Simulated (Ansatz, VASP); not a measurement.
# BaTiO3: VASP beside Ansatz

```
Ba Ti O
1.0
     3.95549    0.00000    0.00000
     0.00000    3.95549    0.00000
     0.00000    0.00000    3.86206
Ba Ti O
1 1 3
Direct
  0.50000 0.50000 0.57212
  0.00000 0.00000 0.07231
  0.00000 0.50000 0.07185
  0.50000 0.00000 0.07185
  0.00000 0.00000 0.57187
```

Change from the starting cell: strain along c alone, the other axes held, atoms relaxed: -4.5 %.

Alike in both runs: functional PBEsol; k mesh 8 × 8 × 8; occupations gaussian, width 0.02 eV; no spin polarisation.

Ansatz relaxed the structure, and its values are those at the end. VASP's run is a single point on that final structure, the one shown.

```csv
,VASP,Ansatz
version,VASP 6.6.1,Ansatz 0.2.0
potentials or method,"VASP PAW PBE potentials, release 64 (Ba_sv, Ti_sv, O), cutoff 520 eV","scalar-relativistic, plane waves, PAW"
valence electrons in the cell,40,40
```

```tsv
	VASP	Ansatz	Ansatz less VASP
gap on the k mesh at the Fermi level (eV)	1.75	1.83	+0.077
least direct gap on the mesh (eV)	1.83	1.86	+0.032
pressure (GPa)	9.2	6.9	-2.25
```

VASP's potentials were made for PBE, not for PBEsol. The functional is the same, so the differences come from potentials, cutoffs and numerics. Ansatz's warnings: stress scf threshold loose.

Spin-orbit coupling is off throughout.
